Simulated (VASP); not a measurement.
# AlRu5 (P4/mmm) in VASP: single point with PBE

Aim: the single point of AlRu5 with PBE.

Program: VASP 6.6.1. These are calculated values, not measurements. Logs are shortened: lines on timing, memory, paths and dates and some standing lists are left out, and cuts for length are marked.

## 1. The cell of the first run

The structure is tetragonal, space group P4/mmm (No. 123). Conventional cell: a = 2.755 Å, b = 2.755 Å, c = 10.962 Å, α = 90.00°, β = 90.00°, γ = 90.00°. Within 3.6 Å of Al (site symmetry 4/mmm) lie 10 Ru at 2.66 to 3.58 Å and 4 Al at 2.76 Å. Within 3.7 Å of Ru (site symmetry 4mm) lie 10 Ru at 2.63 to 3.67 Å and 4 Al at 2.66 Å. Ru (site symmetry 4mm) has 12 Ru at 2.63 to 2.76 Å and 1 Al at 3.58 Å within 3.6 Å. Within 3.7 Å of Ru (site symmetry 4/mmm) lie 14 Ru at 2.72 to 3.67 Å.

## 2. Single point, PBE

INCAR

```
PREC = Accurate
ENCUT = 520
EDIFF = 1E-6
ISMEAR = 0
SIGMA = 0.2
LREAL = F
LASPH = T
NELM = 100
ALGO = Normal
ISIF = 2
LWAVE = F
LCHARG = T
GGA = PE
LELF = T
LVHAR = T
NBANDS = 46
```

KPOINTS

```
regular mesh
0
Gamma
  6 6 2
```

POSCAR

```
AlRu5
1.0
    2.7551680776      0.0000000000      0.0000000000
    0.0000000000      2.7551680776      0.0000000000
    0.0000000000      0.0000000000     10.9624610186
Al Ru
1 5
Direct
    0.0000000000      0.0000000000      0.0000000000
    0.5000000000      0.5000000000      0.1649649731
    0.0000000000      0.0000000000      0.3266968316
    0.5000000000      0.5000000000      0.8350350269
    0.0000000000      0.0000000000      0.6733031684
    0.5000000000      0.5000000000      0.5000000000
```

Potentials or basis: VASP PAW PBE potentials, release 64 (Al, Ru_pv).

The run is started by

```sh
$ cat potpaw_PBE.64/Al/POTCAR potpaw_PBE.64/Ru_pv/POTCAR > POTCAR
$ mpirun -np 1 vasp_std > vasp.out
```

OUTCAR:

```text
PREC = Accurate
   ENCUT = 520
   EDIFF = 1E-6
   ISMEAR = 0
   LREAL = F
   LASPH = T
   NELM = 100
   ISIF = 2
   GGA = PE

 ion  position               nearest neighbor table
   1  0.000  0.000  0.000-   2 2.66   4 2.66   2 2.66   4 2.66   2 2.66   4 2.66   2 2.66   4 2.66

   2  0.500  0.500  0.165-   3 2.63   3 2.63   3 2.63   3 2.63   1 2.66   1 2.66   1 2.66   1 2.66

   3  0.000  0.000  0.327-   2 2.63   2 2.63   2 2.63   2 2.63   6 2.72   6 2.72   6 2.72   6 2.72

   4  0.500  0.500  0.835-   5 2.63   5 2.63   5 2.63   5 2.63   1 2.66   1 2.66   1 2.66   1 2.66

   5  0.000  0.000  0.673-   4 2.63   4 2.63   4 2.63   4 2.63   6 2.72   6 2.72   6 2.72   6 2.72

   6  0.500  0.500  0.500-   3 2.72   5 2.72   3 2.72   5 2.72   3 2.72   5 2.72   3 2.72   5 2.72

  LATTYP: Found a simple tetragonal cell.
 ALAT       =     2.7551680776
 C/A-ratio  =     3.9788719635

  Lattice vectors:

 A1 = (   2.7551680776,   0.0000000000,   0.0000000000)
 A2 = (   0.0000000000,   2.7551680776,   0.0000000000)
 A3 = (   0.0000000000,   0.0000000000,  10.9624610186)

Analysis of symmetry for initial positions (statically):
=====================================================================
 Subroutine PRICEL returns:
 Original cell was already a primitive cell.

 Routine SETGRP: Setting up the symmetry group for a
 simple tetragonal supercell.

 Subroutine GETGRP returns: Found 16 space group operations
 (whereof 16 operations were pure point group operations)
 out of a pool of 16 trial point group operations.

The static configuration has the point symmetry D_4h.

Analysis of symmetry for dynamics (positions and initial velocities):
=====================================================================
 Subroutine PRICEL returns:
 Original cell was already a primitive cell.

 Routine SETGRP: Setting up the symmetry group for a
 simple tetragonal supercell.

 Subroutine GETGRP returns: Found 16 space group operations
 (whereof 16 operations were pure point group operations)
 out of a pool of 16 trial point group operations.

The dynamic configuration has the point symmetry D_4h.

 Subroutine INISYM returns: Found 16 space group operations
 (whereof 16 operations are pure point group operations),
 and found     1 'primitive' translations

----------------------------------------------------------------------------------------

                                     Primitive cell

  volume of cell :      83.2155

  direct lattice vectors                    reciprocal lattice vectors
     2.755168078  0.000000000  0.000000000     0.362954263  0.000000000  0.000000000
     0.000000000  2.755168078  0.000000000     0.000000000  0.362954263  0.000000000
     0.000000000  0.000000000 10.962461019     0.000000000  0.000000000  0.091220393

  length of vectors
     2.755168078  2.755168078 10.962461019     0.362954263  0.362954263  0.091220393

  position of ions in fractional coordinates (direct lattice)
     0.000000000  0.000000000  0.000000000
     0.500000000  0.500000000  0.164964973
     0.000000000  0.000000000  0.326696832
     0.500000000  0.500000000  0.835035027
     0.000000000  0.000000000  0.673303168
     0.500000000  0.500000000  0.500000000

  ion indices of the primitive-cell ions
   primitive index   ion index
                 1           1
                 2           2
                 3           3
                 4           4
                 5           5
                 6           6

----------------------------------------------------------------------------------------

 KPOINTS: regular mesh

Automatic generation of k-mesh.
 Grid dimensions read from file:
 generate k-points for:    6    6    2

 Generating k-lattice:

  Cartesian coordinates                     Fractional coordinates (reciprocal lattice)
     0.060492377  0.000000000  0.000000000     0.166666667  0.000000000  0.000000000
     0.000000000  0.060492377  0.000000000     0.000000000  0.166666667  0.000000000
     0.000000000  0.000000000  0.045610196     0.000000000  0.000000000  0.500000000

  Length of vectors
     0.060492377  0.060492377  0.045610196

  Shift w.r.t. Gamma in fractional coordinates (k-lattice)
     0.000000000  0.000000000  0.000000000

 Subroutine IBZKPT returns following result:
 ===========================================

 Found     20 irreducible k-points:

 Following reciprocal coordinates:
            Coordinates               Weight
  0.000000  0.000000  0.000000      1.000000
  0.166667  0.000000  0.000000      4.000000
  0.333333  0.000000  0.000000      4.000000
  0.500000  0.000000  0.000000      2.000000
  0.166667  0.166667  0.000000      4.000000
  0.333333  0.166667  0.000000      8.000000
[... 12 lines left out ...]
  0.500000  0.333333  0.500000      4.000000
  0.500000  0.500000  0.500000      1.000000
   k-points           NKPTS =     20   k-points in BZ     NKDIM =     20   number of bands    NBANDS=     46
   number of dos      NEDOS =    301   number of ions     NIONS =      6
   total plane-waves  NPLWV =  33600
   dimension x,y,z NGX =    20 NGY =   20 NGZ =   84
   dimension x,y,z NGXF=    40 NGYF=   40 NGZF=  168
   ions per type =               1   5
   NGX,Y,Z   is equivalent  to a cutoff of  12.07, 12.07, 12.74 a.u.
   NGXF,Y,Z  is equivalent  to a cutoff of  24.14, 24.14, 25.48 a.u.
 SYSTEM =  unknown system
   PREC   = accura    normal or accurate (medium, high low for compatibility)
   ISTART =      0    job   : 0-new  1-cont  2-samecut
   ICHARG =      2    charge: 1-file 2-atom 10-const
   ISPIN  =      1    spin polarized calculation?
   LNONCOLLINEAR =      F non collinear calculations
   LSORBIT =      F    spin-orbit coupling
   LASPH  =      T    aspherical Exc in radial PAW
   ENCUT  =  520.0 eV  38.22 Ry    6.18 a.u.   5.12  5.12 20.38*2*pi/ulx,y,z
   NELM   =    100;   NELMIN=  2; NELMDL= -5     # of ELM steps
   EDIFF  = 0.1E-05   stopping-criterion for ELM
   LREAL  =      F    real-space projection
   EDIFFG = 0.1E-04   stopping-criterion for IOM
   NSW    =      0    number of steps for IOM
   IBRION =     -1    ionic relax: 0-MD 1-quasi-New 2-CG
   NFREE  =      0    steps in history (QN), initial steepest desc. (CG)
   ISIF   =      2    stress and relaxation
   ISYM   =      2    0-nonsym 1-usesym 2-fastsym
   POTIM  = 0.5000    time-step for ionic-motion
   TEBEG  =    0.0;   TEEND  =   0.0 temperature during run
   PSTRESS=    0.0 pullay stress
   NELECT =      73.0000    total number of electrons
   NUPDOWN=      -1.0000    fix difference up-down
   EMIN   =  10.00;   EMAX   =-10.00  energy-range for DOS
   EFERMI =   0.00;   METHOD = LEGACY
   ISMEAR =     0;   SIGMA  =   0.20  broadening in eV -4-tet -1-fermi 0-gaus
   EFERMI_NEDOS =   21; number of points for ismear=-14 and -15
   IALGO  =     38    algorithm
   IMIX   =      4    mixing-type and parameters
     AMIX     =   0.40;   BMIX     =  1.00
     AMIX_MAG =   1.60;   BMIX_MAG =  1.00
  volume/ion in A,a.u.               =      13.87        93.59
  Fermi-wavevector in a.u.,A,eV,Ry     =   1.567164  2.961510 33.415937  2.456002
  Thomas-Fermi vector in A             =   2.669384
   LORBIT       =      0    0 simple, 1 ext, 2 COOP (PROOUT), +10 PAW based schemes
   GGA     = PE    functional components
   LHFCALC =     F    Hartree Fock is set to
   AEXX    =    0.0000 exact exchange contribution
   IVDW    =     0    specifies the selected vdW correction
   LEPSILON=     F    determine dielectric tensor
   LRPA    =     F    only Hartree local field effects (RPA)
 non-spin polarized calculation
 Gauss-broadening in eV      SIGMA  =   0.20
  energy-cutoff  :      520.00
  volume of cell :       83.22
 maximum number of plane-waves:      2264
   NGX = 11   NGY = 11   NGZ = 41

 number of electron      72.9999993 magnetization

 Free energy of the ion-electron system (eV)
  ---------------------------------------------------
  ext. energy  EPLUGINS =         0.00000000
  ---------------------------------------------------
  free energy    TOTEN  =       -50.34252041 eV

  energy without entropy =      -50.20913383  energy(sigma->0) =      -50.27582712

 E-fermi :  11.8284     XC(G=0): -13.4566

 val. band max:       11.7999016189   @ k =   0.3333   0.1667   0.5000
 cond. band min:      11.8685884059   @ k =   0.3333   0.3333   0.5000
 fundamental gap:      0.0686867870
 Fermi energy:        11.8283647467

 k-point     1 :       0.0000    0.0000    0.0000
  band No.  band energies     occupation
      1     -31.4249      2.00000
      2     -31.2924      2.00000
      3     -31.0364      2.00000
      4     -31.0364      2.00000
      5     -30.9969      2.00000
      6     -30.9969      2.00000
[... 38 lines left out ...]
     45      13.4331      0.00000
     46      15.3254      0.00000

 k-point     2 :       0.1667    0.0000    0.0000
  band No.  band energies     occupation
      1     -31.3873      2.00000
      2     -31.3173      2.00000
      3     -31.1898      2.00000
      4     -31.1385      2.00000
      5     -31.0102      2.00000
      6     -30.9783      2.00000
[... 38 lines left out ...]
     45      14.1071      0.00000
     46      17.8608      0.00000

 k-point     3 :       0.3333    0.0000    0.0000
  band No.  band energies     occupation
      1     -31.4659      2.00000
      2     -31.4214      2.00000
      3     -31.3419      2.00000
      4     -31.3002      2.00000
      5     -30.9765      2.00000
      6     -30.9525      2.00000
[... 38 lines left out ...]
     45      14.6546      0.00000
     46      16.2179      0.00000

 k-point     4 :       0.5000    0.0000    0.0000
  band No.  band energies     occupation
      1     -31.5718      2.00000
      2     -31.4824      2.00000
      3     -31.4540      2.00000
      4     -31.3156      2.00000
      5     -31.0831      2.00000
      6     -30.9196      2.00000
[... 724 lines left out ...]
     45      16.4702      0.00000
     46      17.2593      0.00000

 k-point    19 :       0.5000    0.3333    0.5000
  band No.  band energies     occupation
      1     -31.4747      2.00000
      2     -31.4546      2.00000
      3     -31.3965      2.00000
      4     -31.3368      2.00000
      5     -31.2382      2.00000
      6     -31.1078      2.00000
[... 38 lines left out ...]
     45      17.4397      0.00000
     46      17.8719      0.00000

 k-point    20 :       0.5000    0.5000    0.5000
  band No.  band energies     occupation
      1     -31.4966      2.00000
      2     -31.4966      2.00000
      3     -31.4250      2.00000
      4     -31.4250      2.00000
      5     -31.0557      2.00000
      6     -31.0494      2.00000
[... 38 lines left out ...]
     45      16.0286      0.00000
     46      16.9569      0.00000

------------------------ aborting loop because EDIFF is reached ----------------------------------------

  FORCE on cell =-STRESS in cart. coord.  units (eV):
  Direction    XX          YY          ZZ          XY          YZ          ZX
  --------------------------------------------------------------------------------------
  -------------------------------------------------------------------------------------
  Total       -0.0393793     -0.0393793     -0.0412422      0.0000000     -0.0000000     -0.0000000
  in kB       -0.7581843     -0.7581843     -0.7940511      0.0000000     -0.0000000     -0.0000000
  external PRESSURE =      -0.7701399 kB  Pullay stress =       0.0000000 kB

 VOLUME and BASIS-vectors are now :
 -----------------------------------------------------------------------------
  energy-cutoff  :      520.00
  volume of cell :       83.22
      direct lattice vectors                 reciprocal lattice vectors
     2.755168078  0.000000000  0.000000000     0.362954263  0.000000000  0.000000000
     0.000000000  2.755168078  0.000000000     0.000000000  0.362954263  0.000000000
     0.000000000  0.000000000 10.962461019     0.000000000  0.000000000  0.091220393

 POSITION                                       TOTAL-FORCE (eV/Angst)
 -----------------------------------------------------------------------------------
      0.00000      0.00000      0.00000         0.000000      0.000000     -0.000000
      1.37758      1.37758      1.80842         0.000000      0.000000      0.029135
      0.00000      0.00000      3.58140        -0.000000     -0.000000      0.002711
      1.37758      1.37758      9.15404        -0.000000     -0.000000     -0.029135
      0.00000      0.00000      7.38106         0.000000     -0.000000     -0.002711
      1.37758      1.37758      5.48123         0.000000      0.000000     -0.000000
 -----------------------------------------------------------------------------------
    total drift:                                0.000000     -0.000000      0.000000

  FREE ENERGIE OF THE ION-ELECTRON SYSTEM (eV)
  ---------------------------------------------------
  free  energy   TOTEN  =       -50.3425204086 eV

  energy  without entropy=      -50.2091338274  energy(sigma->0) =      -50.27582712
```

Run time: 68 s. Hardware: 1 thread of Intel Xeon 8259CL, shared host; peak memory 0.2 GiB.

What came out:

* Free energy: -50.3425 eV
* Pressure: -0.1 GPa
* Largest force: 0.029 eV/Å
* Band gap on the k mesh: zero (an odd number of electrons rules out a gap without spin polarisation)

Forces in eV/Å, atoms in the order of the input:
```
Al   0.000  0.000  0.000
Ru   0.000  0.000  0.029
Ru   0.000  0.000  0.003
Ru   0.000  0.000 -0.029
Ru   0.000  0.000 -0.003
Ru   0.000  0.000  0.000
```

Caveat: the k points lie up to 0.38 Å⁻¹ apart, too coarse for converged energies and pressures of a metal.

The gap in the log of VASP goes by the Fermi energy; the results here count the filled bands.